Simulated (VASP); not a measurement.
# Te (Fm-3m) in VASP: notebook

The runs below take Te through single point, with BLYP.

Program: VASP 6.6.1. These are calculated values, not measurements. Logs are shortened: lines on timing, memory, paths and dates and some standing lists are left out, and cuts for length are marked.

**1. The cell of the first run**

It takes space group Fm-3m (No. 225, cubic). Conventional cell: a = 5.107 Å, b = 5.107 Å, c = 5.107 Å, α = 90.00°, β = 90.00°, γ = 90.00°. Te (site symmetry m-3m) has 12 Te at 3.61 Å within 4.7 Å.

**2. Single point, BLYP (volume scaled by 1.04)**

Contents of INCAR:

```
PREC = Accurate ; ENCUT = 520
EDIFF = 1E-6 ; ISMEAR = -1
SIGMA = 0.1 ; LREAL = False
LASPH = True ; NELM = 100
ALGO = Normal ; ISIF = 2
LWAVE = False ; LCHARG = False
GGA = B5 ; ALDAX = 1.0
AGGAX = 1.0 ; AGGAC = 1.0
ALDAC = 0.0 ; NBANDS = 9
```

Contents of KPOINTS:

```
Automatic mesh
0
Gamma
  12 12 12
```

Contents of POSCAR:

```
Te
1.0
    0.0000000000      2.5535470386      2.5535470386
    2.5535470386      0.0000000000      2.5535470386
    2.5535470386      2.5535470386      0.0000000000
Te
1
Direct
    0.0000000000      0.0000000000      0.0000000000
```

Potentials or basis: VASP PAW PBE potentials, release 64 (Te).

Run with:

```
$ cat potpaw_PBE.64/Te/POTCAR > POTCAR
$ mpirun -np 1 vasp_std > vasp.out
```

OUTCAR:

```text
PREC = Accurate
   ENCUT = 520
   EDIFF = 1E-6
   ISMEAR = -1
   LREAL = False
   LASPH = True
   NELM = 100
   ISIF = 2
   GGA = B5

 ion  position               nearest neighbor table
   1  0.000  0.000  0.000-

  LATTYP: Found a face centered cubic cell.
 ALAT       =     5.1070940772

  Lattice vectors:

 A1 = (   0.0000000000,   2.5535470386,   2.5535470386)
 A2 = (   2.5535470386,   0.0000000000,   2.5535470386)
 A3 = (   2.5535470386,   2.5535470386,   0.0000000000)

Analysis of symmetry for initial positions (statically):
=====================================================================
 Subroutine PRICEL returns:
 Original cell was already a primitive cell.

 Routine SETGRP: Setting up the symmetry group for a
 face centered cubic supercell.

 Subroutine GETGRP returns: Found 48 space group operations
 (whereof 48 operations were pure point group operations)
 out of a pool of 48 trial point group operations.

The static configuration has the point symmetry O_h .

Analysis of symmetry for dynamics (positions and initial velocities):
=====================================================================
 Subroutine PRICEL returns:
 Original cell was already a primitive cell.

 Routine SETGRP: Setting up the symmetry group for a
 face centered cubic supercell.

 Subroutine GETGRP returns: Found 48 space group operations
 (whereof 48 operations were pure point group operations)
 out of a pool of 48 trial point group operations.

The dynamic configuration has the point symmetry O_h .

 Subroutine INISYM returns: Found 48 space group operations
 (whereof 48 operations are pure point group operations),
 and found     1 'primitive' translations

----------------------------------------------------------------------------------------

                                     Primitive cell

  volume of cell :      33.3013

  direct lattice vectors                    reciprocal lattice vectors
     0.000000000  2.553547039  2.553547039    -0.195806066  0.195806066  0.195806066
     2.553547039  0.000000000  2.553547039     0.195806066 -0.195806066  0.195806066
     2.553547039  2.553547039  0.000000000     0.195806066  0.195806066 -0.195806066

  length of vectors
     3.611260854  3.611260854  3.611260854     0.339146055  0.339146055  0.339146055

  position of ions in fractional coordinates (direct lattice)
[... 72 lines left out ...]
   LNONCOLLINEAR =      F non collinear calculations
   LSORBIT =      F    spin-orbit coupling
   LASPH  =      T    aspherical Exc in radial PAW
   ENCUT  =  520.0 eV  38.22 Ry    6.18 a.u.   6.71  6.71  6.71*2*pi/ulx,y,z
   NELM   =    100;   NELMIN=  2; NELMDL= -5     # of ELM steps
   EDIFF  = 0.1E-05   stopping-criterion for ELM
   LREAL  =      F    real-space projection
   EDIFFG = 0.1E-04   stopping-criterion for IOM
   NSW    =      0    number of steps for IOM
   IBRION =     -1    ionic relax: 0-MD 1-quasi-New 2-CG
   NFREE  =      0    steps in history (QN), initial steepest desc. (CG)
   ISIF   =      2    stress and relaxation
   ISYM   =      2    0-nonsym 1-usesym 2-fastsym
   POTIM  = 0.5000    time-step for ionic-motion
   TEBEG  =    0.0;   TEEND  =   0.0 temperature during run
   PSTRESS=    0.0 pullay stress
   NELECT =       6.0000    total number of electrons
   NUPDOWN=      -1.0000    fix difference up-down
   EMIN   =  10.00;   EMAX   =-10.00  energy-range for DOS
   EFERMI =   0.00;   METHOD = LEGACY
   ISMEAR =    -1;   SIGMA  =   0.10  broadening in eV -4-tet -1-fermi 0-gaus
   EFERMI_NEDOS =   21; number of points for ismear=-14 and -15
   IALGO  =     38    algorithm
   IMIX   =      4    mixing-type and parameters
     AMIX     =   0.40;   BMIX     =  1.00
     AMIX_MAG =   1.60;   BMIX_MAG =  1.00
  volume/ion in A,a.u.               =      33.30       224.73
  Fermi-wavevector in a.u.,A,eV,Ry     =   0.924637  1.747311 11.632356  0.854954
  Thomas-Fermi vector in A             =   2.050405
   LORBIT       =      0    0 simple, 1 ext, 2 COOP (PROOUT), +10 PAW based schemes
   GGA     = B5    functional components
   LHFCALC =     F    Hartree Fock is set to
   AEXX    =    0.0000 exact exchange contribution
   IVDW    =     0    specifies the selected vdW correction
   LEPSILON=     F    determine dielectric tensor
   LRPA    =     F    only Hartree local field effects (RPA)
 non-spin polarized calculation
  energy-cutoff  :      520.00
  volume of cell :       33.30
 maximum number of plane-waves:       934
   NGX = 13   NGY = 13   NGZ = 13

 number of electron       6.0000000 magnetization

 Free energy of the ion-electron system (eV)
  ---------------------------------------------------
  ext. energy  EPLUGINS =         0.00000000
  ---------------------------------------------------
  free energy    TOTEN  =        -1.97667386 eV

  energy without entropy =       -1.93619115  energy(sigma->0) =       -1.95643250

 E-fermi :   6.1706     XC(G=0):  -8.7409

 val. band max:        6.1347122298   @ k =   0.1667   0.0000   0.0000
 cond. band min:       6.1821021694   @ k =   0.4167   0.1667   0.0833
 fundamental gap:      0.0473899396
 Fermi energy:         6.1706164216

 k-point     1 :       0.0000    0.0000    0.0000
  band No.  band energies     occupation
      1      -6.4906      2.00000
      2       8.3861      0.00000
      3       8.3861      0.00000
      4       8.3861      0.00000
      5      14.7250      0.00000
      6      15.5995      0.00000
      7      15.5995      0.00000
      8      15.5995      0.00000
      9      17.3284      0.00000
[... 265 lines left out ...]
 k-point    24 :      -0.4167    0.1667    0.0000
  band No.  band energies     occupation
      1      -4.2356      2.00000
      2       1.8228      2.00000
      3       5.5479      1.99606
      4       7.0270      0.00038
      5      13.0848      0.00000
      6      15.1464      0.00000
      7      16.0946      0.00000
      8      19.5174      0.00000
      9      20.0095      0.00000

 [... further k-points ...]
[... 5 lines left out ...]
  --------------------------------------------------------------------------------------
  -------------------------------------------------------------------------------------
  Total       -0.2551431     -0.2551431     -0.2551431     -0.0000000      0.0000000      0.0000000
  in kB      -12.2753179    -12.2753179    -12.2753179     -0.0000000      0.0000000      0.0000000
  external PRESSURE =     -12.2753179 kB  Pullay stress =       0.0000000 kB

 VOLUME and BASIS-vectors are now :
 -----------------------------------------------------------------------------
  energy-cutoff  :      520.00
  volume of cell :       33.30
      direct lattice vectors                 reciprocal lattice vectors
     0.000000000  2.553547039  2.553547039    -0.195806066  0.195806066  0.195806066
     2.553547039  0.000000000  2.553547039     0.195806066 -0.195806066  0.195806066
     2.553547039  2.553547039  0.000000000     0.195806066  0.195806066 -0.195806066

 POSITION                                       TOTAL-FORCE (eV/Angst)
 -----------------------------------------------------------------------------------
      0.00000      0.00000      0.00000         0.000000      0.000000      0.000000
 -----------------------------------------------------------------------------------
    total drift:                                0.000000      0.000000      0.000000

  FREE ENERGIE OF THE ION-ELECTRON SYSTEM (eV)
  ---------------------------------------------------
  free  energy   TOTEN  =        -1.9766738555 eV

  energy  without entropy=       -1.9361911534  energy(sigma->0) =       -1.95643250
```

It took 12 s on 1 thread of Intel Xeon Platinum 8488C (Sapphire Rapids), shared host; peak memory 0.16 GiB.

Results:

- Free energy: -1.9767 eV
- Pressure: -1.2 GPa
- Band gap on the k mesh: zero (band 3 reaches 8.39 eV, above the bottom of band 4 at 4.70 eV)

Caveat: the PAW data sets were made with another functional, which shifts forces and pressure a little; spin-orbit coupling is left out, which moves the levels of the heavy elements.

**3. Single point, BLYP (volume scaled by 1.08)**

Contents of INCAR:

```
SYSTEM = Te
  PREC = Accurate
  ENCUT = 520
  EDIFF = 1E-6
  ISMEAR = -1
  SIGMA = 0.1
  LREAL = .False.
  LASPH = .True.
  NELM = 100
  ALGO = Normal
  ISIF = 2
  LWAVE = .False.
  LCHARG = .False.
  GGA = B5
  ALDAX = 1.0
  AGGAX = 1.0
  AGGAC = 1.0
  ALDAC = 0.0
  NBANDS = 9
```

Contents of KPOINTS:

```
regular mesh
0
Gamma
  12 12 12
  0 0 0
```

Contents of POSCAR:

```
Te
1.0
    0.0000000000      2.5858738506      2.5858738506
    2.5858738506      0.0000000000      2.5858738506
    2.5858738506      2.5858738506      0.0000000000
Te
1
Direct
    0.0000000000      0.0000000000      0.0000000000
```

Potentials or basis: VASP PAW PBE potentials, release 64 (Te).

Run with:

```
$ cat potpaw_PBE.64/Te/POTCAR > POTCAR
$ mpirun -np 1 vasp_std > vasp.out
```

Run time: 12 s. Hardware: 1 thread of Intel Xeon Platinum 8488C (Sapphire Rapids), shared host; peak memory 0.16 GiB.

Results (log left out):

| Item | Value |
| --- | --- |
| Free energy | -1.9627 eV |
| Pressure | -2.3 GPa |
| Band gap on the k mesh | zero (band 3 reaches 7.79 eV, above the bottom of band 4 at 4.34 eV) |

Levels at points of the mesh, in eV from the Fermi level:
```
           k point  band 1  band 2  band 3  band 4  band 5  band 6
(0.00, 0.00, 0.00)  -12.43    2.07    2.07    2.07    8.22    9.38
(0.50, 0.00, 0.00)  -10.53   -4.54    1.16    1.16    6.69    8.79
(0.50, 0.50, 0.00)   -9.82   -4.00   -0.60   -0.60    4.52    5.19
```

Caveat: the PAW data sets were made with another functional, which shifts forces and pressure a little; spin-orbit coupling is left out, which moves the levels of the heavy elements.

**4. Single point, BLYP (volume scaled by 1.12)**

Contents of INCAR:

```
PREC = Accurate ; ENCUT = 520
EDIFF = 1E-6 ; ISMEAR = -1
SIGMA = 0.1 ; LREAL = F
LASPH = T ; NELM = 80
ALGO = Normal ; ISIF = 2
LWAVE = F ; LCHARG = F
GGA = B5 ; ALDAX = 1.0
AGGAX = 1.0 ; AGGAC = 1.0
ALDAC = 0.0 ; NBANDS = 9
```

Contents of KPOINTS:

```
Automatic mesh
0
Gamma
  12 12 12
```

Contents of POSCAR:

```
Te
1.0
    0.0000000000      2.6174120058      2.6174120058
    2.6174120058      0.0000000000      2.6174120058
    2.6174120058      2.6174120058      0.0000000000
Te
1
Direct
    0.0000000000      0.0000000000      0.0000000000
```

Run with:

```
$ cat potpaw_PBE.64/Te/POTCAR > POTCAR
$ mpirun -np 1 vasp_std > vasp.out
```

Wall time 13 s (1 thread of Intel Xeon Platinum 8488C (Sapphire Rapids), shared host); peak memory 0.16 GiB.

Results (log left out):

- Free energy: -1.9414 eV
- Pressure: -3.1 GPa
- Band gap on the k mesh: zero (band 3 reaches 7.23 eV, above the bottom of band 4 at 4.01 eV)

Levels at points of the mesh, in eV from the Fermi level:
```
           k point  band 1  band 2  band 3  band 4  band 5  band 6  band 7
(0.00, 0.00, 0.00)  -12.21    1.94    1.94    1.94    7.92    9.33    9.33
(0.50, 0.00, 0.00)  -10.46   -4.32    1.08    1.08    6.61    8.76    8.76
(0.50, 0.50, 0.00)   -9.80   -3.81   -0.57   -0.57    4.59    5.27   16.39
```

Caveat: the PAW data sets were made with another functional, which shifts forces and pressure a little; spin-orbit coupling is left out, which moves the levels of the heavy elements.

**5. Overview**

| cell | gap on the mesh (eV) | pressure (GPa) |
| --- | --- | --- |
| a = 3.611 Å, angles 60.0°, 1 atom | none | -1.2 |
| a = 3.657 Å, angles 60.0°, 1 atom | none | -2.3 |
| a = 3.702 Å, angles 60.0°, 1 atom | none | -3.1 |

Alike in all rows: task single point; level BLYP; potentials or basis VASP PAW PBE potentials, release 64 (Te); no spin polarisation; k mesh 12 × 12 × 12; cutoff (eV) 520; smearing fermi-dirac 0.1 eV.

Caveats: the PAW data sets were made with another functional, which shifts forces and pressure a little; spin-orbit coupling is left out, which moves the levels of the heavy elements.

Total energies depend on the potentials used, so only differences within one code and one set of settings carry meaning.
